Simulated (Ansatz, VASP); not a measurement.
**Mo: VASP beside Ansatz**

```
Mo
1.0
     2.62609    0.00000    0.00000
    -1.31304    2.36902    0.00000
     0.00000    0.00000    2.55518
Mo
1
Cartesian
  0.0000 0.0000 1.2776
```

Change from the starting cell: strain -0.0400 x Voigt [1, 0, 0, 0, 0, 0], atoms carried along.

Alike in both runs: task single point; functional r2SCAN; k mesh 18 × 18 × 18; occupations gaussian, width 0.15 eV; no spin polarisation.

|  | VASP | Ansatz |
| --- | --- | --- |
| version | VASP 6.6.1 | Ansatz 0.2.0 |
| potentials or method | VASP PAW PBE potentials, release 64 (Mo_sv), cutoff 520 eV | scalar-relativistic, plane waves, PAW |
| valence electrons in the cell | 14 | 14 |

```csv
,VASP,Ansatz,Ansatz less VASP
gap on the k mesh at the Fermi level (eV),none,none,-
pressure (GPa),12.1,10.8,-1.24
"traceless stress, the component that is largest in VASP (GPa)",-10.64,-10.67,-0.030
```

VASP's potentials were made for PBE, not for r2SCAN. A gap of «none» marks a metal or a gap that the smearing closes.
